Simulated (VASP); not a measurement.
# MoS2 in VASP: notebook

The runs below take MoS2 through single point, with r2SCAN.

All numbers are computed with VASP 6.6.1; they aren't measurements. Logs are shortened: lines on timing, memory, paths and dates and some standing lists are left out, and cuts for length are marked.

**Experimental background.**

“Multiwavelength excitation Raman Scattering Analysis of bulk and 2 dimensional MoS2: Vibrational properties of atomically thin MoS2 layers”, 2015, arxiv:1506.03228 reports, for a bulk crystal of MoS2 at 300 K: band gap 1.3 eV (indirect).

The runs below are set against these values where they give the same quantity.

## (1) The cell of the first run

It takes space group P6_3/mmc (No. 194, hexagonal). The conventional cell has a = 3.185 Å, b = 3.185 Å, c = 12.964 Å, α = 90.00°, β = 90.00°, γ = 120.00°. Mo (site symmetry -6m2) has 6 S at 2.41 Å and 6 Mo at 3.18 Å within 3.2 Å. S (site symmetry 3m) has 3 Mo at 2.41 Å and 7 S at 3.10 to 3.18 Å within 3.2 Å.

## (2) Single point, r2SCAN, collinear spin

Input file POSCAR:

```
MoS2
1.0
    3.1845928805      0.0000000000      0.0000000000
   -1.5922964402      2.7579383352      0.0000000000
    0.0000000000      0.0000000000     12.9639414742
Mo S
2 4
Direct
    0.3333333333      0.6666666667      0.2500000000
    0.6666666667      0.3333333333      0.7500000000
    0.3333333333      0.6666666667      0.6302475851
    0.6666666667      0.3333333333      0.1302475851
    0.3333333333      0.6666666667      0.8697524149
    0.6666666667      0.3333333333      0.3697524149
```

Input file INCAR.step1:

```
PREC = Accurate
ENCUT = 520
ISMEAR = 0
SIGMA = 0.05
LREAL = F
LASPH = T
NELM = 150
ISPIN = 2
MAGMOM = 2 2 0 0 0 0
LMAXMIX = 4
NBANDS = 39
GGA = PE
ALGO = Normal
EDIFF = 1E-4
LWAVE = T
LCHARG = F
```

Input file INCAR.step2:

```
PREC = Accurate
ENCUT = 520
EDIFF = 1E-7
ISMEAR = 0
SIGMA = 0.05
LREAL = F
LASPH = T
NELM = 150
ALGO = Normal
ISIF = 2
LWAVE = F
LCHARG = T
ISPIN = 2
MAGMOM = 2 2 0 0 0 0
LORBIT = 11
LMAXMIX = 4
METAGGA = R2SCAN
LMIXTAU = T
LELF = T
LVHAR = T
NBANDS = 39
ISTART = 1
```

Input file KPOINTS:

```
regular mesh
0
Gamma
  8 8 2
```

Potentials or basis: VASP PAW PBE potentials, release 64 (Mo_sv, S).

The run is started by

```console
cat potpaw_PBE.64/Mo_sv/POTCAR potpaw_PBE.64/S/POTCAR > POTCAR
cp INCAR.step1 INCAR
mpirun -np 1 vasp_std > vasp.out
cp INCAR.step2 INCAR
mpirun -np 1 vasp_std > vasp.out
```

OUTCAR:

```text
PREC = Accurate
   ENCUT = 520
   EDIFF = 1E-7
   ISMEAR = 0
   LREAL = F
   LASPH = T
   NELM = 150
   ISIF = 2
   ISPIN = 2
   LORBIT = 11
   METAGGA = R2SCAN
   ISTART = 1

 ion  position               nearest neighbor table
   1  0.333  0.667  0.250-   4 2.41   6 2.41   4 2.41   6 2.41   4 2.41   6 2.41
   2  0.667  0.333  0.750-   3 2.41   5 2.41   3 2.41   5 2.41   3 2.41   5 2.41
   3  0.333  0.667  0.630-   2 2.41   2 2.41   2 2.41
   4  0.667  0.333  0.130-   1 2.41   1 2.41   1 2.41
   5  0.333  0.667  0.870-   2 2.41   2 2.41   2 2.41
   6  0.667  0.333  0.370-   1 2.41   1 2.41   1 2.41

  LATTYP: Found a hexagonal cell.
 ALAT       =     3.1845928805
 C/A-ratio  =     4.0708316449

  Lattice vectors:

 A1 = (   3.1845928805,   0.0000000000,   0.0000000000)
 A2 = (  -1.5922964402,   2.7579383352,   0.0000000000)
 A3 = (   0.0000000000,   0.0000000000,  12.9639414742)

Analysis of symmetry for initial positions (statically):
=====================================================================
 Subroutine PRICEL returns:
 Original cell was already a primitive cell.

 Routine SETGRP: Setting up the symmetry group for a
 hexagonal supercell.

 Subroutine GETGRP returns: Found 24 space group operations
 (whereof 12 operations were pure point group operations)
 out of a pool of 24 trial point group operations.

The static configuration has the point symmetry D_3d.
 The point group associated with its full space group is D_6h.

Analysis of symmetry for dynamics (positions and initial velocities):
=====================================================================
 Subroutine PRICEL returns:
 Original cell was already a primitive cell.

 Routine SETGRP: Setting up the symmetry group for a
 hexagonal supercell.

 Subroutine GETGRP returns: Found 24 space group operations
 (whereof 12 operations were pure point group operations)
 out of a pool of 24 trial point group operations.

The dynamic configuration has the point symmetry D_3d.
 The point group associated with its full space group is D_6h.

Analysis of structural, dynamic, and magnetic symmetry:
=====================================================================
 Subroutine PRICEL returns:
 Original cell was already a primitive cell.

 Routine SETGRP: Setting up the symmetry group for a
 hexagonal supercell.

 Subroutine GETGRP returns: Found 24 space group operations
 (whereof 12 operations were pure point group operations)
 out of a pool of 24 trial point group operations.

The overall configuration has the point symmetry D_3d.
 The point group associated with its full space group is D_6h.

 Subroutine INISYM returns: Found 24 space group operations
 (whereof 12 operations are pure point group operations),
 and found     1 'primitive' translations

----------------------------------------------------------------------------------------

                                     Primitive cell

  volume of cell :     113.8611

  direct lattice vectors                    reciprocal lattice vectors
     3.184592880  0.000000000  0.000000000     0.314011881  0.181294844  0.000000000
    -1.592296440  2.757938335  0.000000000     0.000000000  0.362589688  0.000000000
     0.000000000  0.000000000 12.963941474     0.000000000  0.000000000  0.077137034

  length of vectors
     3.184592880  3.184592880 12.963941474     0.362589688  0.362589688  0.077137034

  position of ions in fractional coordinates (direct lattice)
     0.333333333  0.666666667  0.250000000
     0.666666667  0.333333333  0.750000000
     0.333333333  0.666666667  0.630247585
     0.666666667  0.333333333  0.130247585
     0.333333333  0.666666667  0.869752415
     0.666666667  0.333333333  0.369752415

  ion indices of the primitive-cell ions
   primitive index   ion index
                 1           1
                 2           2
                 3           3
                 4           4
                 5           5
                 6           6

[... 28 lines left out ...]
  0.000000  0.000000  0.000000      1.000000
  0.125000  0.000000  0.000000      6.000000
  0.250000  0.000000  0.000000      6.000000
  0.375000  0.000000  0.000000      6.000000
  0.500000  0.000000  0.000000      3.000000
  0.125000  0.125000  0.000000      6.000000
[... 12 lines left out ...]
  0.250000  0.250000  0.500000      6.000000
  0.375000  0.250000  0.500000      6.000000
   k-points           NKPTS =     20   k-points in BZ     NKDIM =     20   number of bands    NBANDS=     39
   number of dos      NEDOS =    301   number of ions     NIONS =      6
   total plane-waves  NPLWV =  55296
   dimension x,y,z NGX =    24 NGY =   24 NGZ =   96
   dimension x,y,z NGXF=    48 NGYF=   48 NGZF=  192
   ions per type =               2   4
   NGX,Y,Z   is equivalent  to a cutoff of  12.53, 12.53, 12.31 a.u.
   NGXF,Y,Z  is equivalent  to a cutoff of  25.06, 25.06, 24.62 a.u.
 SYSTEM =  unknown system
   PREC   = accura    normal or accurate (medium, high low for compatibility)
   ISTART =      1    job   : 0-new  1-cont  2-samecut
   ICHARG =      0    charge: 1-file 2-atom 10-const
   ISPIN  =      2    spin polarized calculation?
   LNONCOLLINEAR =      F non collinear calculations
   LSORBIT =      F    spin-orbit coupling
   LASPH  =      T    aspherical Exc in radial PAW
   ENCUT  =  520.0 eV  38.22 Ry    6.18 a.u.   5.92  5.92 24.10*2*pi/ulx,y,z
   NELM   =    150;   NELMIN=  2; NELMDL=  0     # of ELM steps
   EDIFF  = 0.1E-06   stopping-criterion for ELM
   LREAL  =      F    real-space projection
   EDIFFG = 0.1E-05   stopping-criterion for IOM
   NSW    =      0    number of steps for IOM
   IBRION =     -1    ionic relax: 0-MD 1-quasi-New 2-CG
   NFREE  =      0    steps in history (QN), initial steepest desc. (CG)
   ISIF   =      2    stress and relaxation
   ISYM   =      2    0-nonsym 1-usesym 2-fastsym
   POTIM  = 0.5000    time-step for ionic-motion
   TEBEG  =    0.0;   TEEND  =   0.0 temperature during run
   PSTRESS=    0.0 pullay stress
   NELECT =      52.0000    total number of electrons
   NUPDOWN=      -1.0000    fix difference up-down
   EMIN   =  10.00;   EMAX   =-10.00  energy-range for DOS
   EFERMI =   0.00;   METHOD = LEGACY
   ISMEAR =     0;   SIGMA  =   0.05  broadening in eV -4-tet -1-fermi 0-gaus
   EFERMI_NEDOS =   21; number of points for ismear=-14 and -15
   IALGO  =     38    algorithm
   IMIX   =      4    mixing-type and parameters
     AMIX     =   0.40;   BMIX     =  1.00
     AMIX_MAG =   1.60;   BMIX_MAG =  1.00
  volume/ion in A,a.u.               =      18.98       128.06
  Fermi-wavevector in a.u.,A,eV,Ry     =   1.260716  2.382409 21.625183  1.589406
  Thomas-Fermi vector in A             =   2.394212
   LORBIT       =     11    0 simple, 1 ext, 2 COOP (PROOUT), +10 PAW based schemes
   METAGGA = R2SCAN    functional components
   LHFCALC =     F    Hartree Fock is set to
   AEXX    =    0.0000 exact exchange contribution
   IVDW    =     0    specifies the selected vdW correction
   LEPSILON=     F    determine dielectric tensor
   LRPA    =     F    only Hartree local field effects (RPA)
 spin polarized calculation
 Gauss-broadening in eV      SIGMA  =   0.05
  energy-cutoff  :      520.00
  volume of cell :      113.86
 maximum number of plane-waves:      3092
 NGX is ok and might be reduce to    24
   NGX = 11   NGY = 11   NGZ = 49

 number of electron      51.9999992 magnetization       0.0000000

 Free energy of the ion-electron system (eV)
  ---------------------------------------------------
  ext. energy  EPLUGINS =         0.00000000
  ---------------------------------------------------
  free energy    TOTEN  =       -90.08463632 eV

  energy without entropy =      -90.08463632  energy(sigma->0) =      -90.08463632

 E-fermi :   6.8024     XC(G=0): -11.0535

 val. band max:        6.4970200177   @ k =   0.0000   0.0000   0.0000
 cond. band min:       7.8375230251   @ k =   0.2500   0.1250   0.0000
 fundamental gap:      1.3405030075
 Fermi energy:         6.8024372256

 spin component 1

 k-point     1 :       0.0000    0.0000    0.0000
  band No.  band energies     occupation
      1     -56.8811      1.00000
      2     -56.8811      1.00000
      3     -30.2931      1.00000
      4     -30.2931      1.00000
      5     -30.0852      1.00000
      6     -30.0852      1.00000
[... 809 lines left out ...]
     37      14.6661      0.00000
     38      14.6661      0.00000
 Fermi energy:         6.8024372256

 spin component 2

 k-point     1 :       0.0000    0.0000    0.0000
  band No.  band energies     occupation
      1     -56.8811      1.00000
      2     -56.8811      1.00000
      3     -30.2931      1.00000
      4     -30.2931      1.00000
      5     -30.0852      1.00000
      6     -30.0852      1.00000
[... 809 lines left out ...]
     37      14.6661      0.00000
     38      14.6661      0.00000
 [bands above 38 left out]

------------------------ aborting loop because EDIFF is reached ----------------------------------------

  FORCE on cell =-STRESS in cart. coord.  units (eV):
  Direction    XX          YY          ZZ          XY          YZ          ZX
  --------------------------------------------------------------------------------------
  -------------------------------------------------------------------------------------
  Total        0.0497318      0.0497318      0.0292716      0.0000000      0.0000000      0.0000000
  in kB        0.6997924      0.6997924      0.4118900      0.0000000      0.0000000      0.0000000
  external PRESSURE =       0.6038249 kB  Pullay stress =       0.0000000 kB

 VOLUME and BASIS-vectors are now :
 -----------------------------------------------------------------------------
  energy-cutoff  :      520.00
  volume of cell :      113.86
      direct lattice vectors                 reciprocal lattice vectors
     3.184592880  0.000000000  0.000000000     0.314011881  0.181294844  0.000000000
    -1.592296440  2.757938335  0.000000000     0.000000000  0.362589688  0.000000000
     0.000000000  0.000000000 12.963941474     0.000000000  0.000000000  0.077137034

 POSITION                                       TOTAL-FORCE (eV/Angst)
 -----------------------------------------------------------------------------------
     -0.00000      1.83863      3.24099        -0.000000      0.000000      0.000000
      1.59230      0.91931      9.72296         0.000000     -0.000000      0.000000
     -0.00000      1.83863      8.17049         0.000000     -0.000000     -0.004880
      1.59230      0.91931      1.68852        -0.000000     -0.000000     -0.004880
     -0.00000      1.83863     11.27542        -0.000000      0.000000      0.004880
      1.59230      0.91931      4.79345        -0.000000      0.000000      0.004880
 -----------------------------------------------------------------------------------
    total drift:                               -0.000000      0.000000     -0.000000

  FREE ENERGIE OF THE ION-ELECTRON SYSTEM (eV)
  ---------------------------------------------------
  free  energy   TOTEN  =       -90.0846363218 eV

  energy  without entropy=      -90.0846363218  energy(sigma->0) =      -90.08463632

 total charge

# of ion       s       p       d       tot
------------------------------------------
    1        2.283   6.220   3.903  12.407
    2        2.283   6.220   3.903  12.407
    3        1.355   2.366   0.000   3.721
    4        1.355   2.366   0.000   3.721
    5        1.355   2.366   0.000   3.721
    6        1.355   2.366   0.000   3.721
--------------------------------------------------
tot          9.986  21.904   7.807  39.696

 magnetization (x)

# of ion       s       p       d       tot
------------------------------------------
    1        0.000   0.000  -0.000  -0.000
    2        0.000   0.000  -0.000  -0.000
    3       -0.000  -0.000   0.000  -0.000
    4       -0.000  -0.000   0.000  -0.000
    5       -0.000  -0.000   0.000  -0.000
    6       -0.000  -0.000   0.000  -0.000
--------------------------------------------------
tot         -0.000  -0.000  -0.000  -0.000
```

Run time: 10 min. Hardware: 1 thread of Oxide Virtual Turin-like, shared host; peak memory 0.32 GiB.

What came out:

| Property | Result |
| --- | --- |
| Free energy | -90.0846 eV |
| Pressure | 0.1 GPa |
| Largest force | 0.005 eV/Å |
| Band gap on the k mesh | 1.34 eV (least direct gap 2.04 eV) |
| Net moment | 0.00 μB per cell |
| Valence electrons inside the program's atomic spheres | Mo 12.41; S 3.72 |

Forces in eV/Å, atoms in the order of the input:
```
Mo   0.000  0.000  0.000
Mo   0.000  0.000  0.000
S    0.000  0.000 -0.005
S    0.000  0.000 -0.005
S    0.000  0.000  0.005
S    0.000  0.000  0.005
```

Levels at points of the mesh, in eV from the valence-band top:
Spin up:
```
           k point  band 22  band 23  band 24  band 25  band 26  band 27  band 28  band 29  band 30  band 31
(0.00, 0.00, 0.00)    -2.22    -2.22    -1.53    -0.89     0.00     2.36     2.36     2.37     2.37     2.58
(0.50, 0.00, 0.00)    -2.51    -1.74    -1.65    -1.26    -1.20     1.79     1.82     2.25     2.41     3.34
(0.00, 0.00, 0.50)    -2.23    -2.23    -2.23    -0.28    -0.28     2.36     2.36     2.36     2.36     2.62
(0.50, 0.00, 0.50)    -2.57    -1.69    -1.69    -1.23    -1.23     1.80     1.80     2.33     2.33     3.62
```
Spin down:
```csv
k point,band 23,band 24,band 25,band 26,band 27,band 28,band 29,band 30
"(0.00, 0.00, 0.00)",-2.22,-1.53,-0.89,0.00,2.36,2.36,2.37,2.37
"(0.50, 0.00, 0.00)",-1.74,-1.65,-1.26,-1.20,1.79,1.82,2.25,2.41
"(0.00, 0.00, 0.50)",-2.23,-2.23,-0.28,-0.28,2.36,2.36,2.36,2.36
"(0.50, 0.00, 0.50)",-1.69,-1.69,-1.23,-1.23,1.80,1.80,2.33,2.33
```

Caveat: the PAW data sets were made with another functional, which shifts forces and pressure a little.

(Continued in part 2 of 2.)
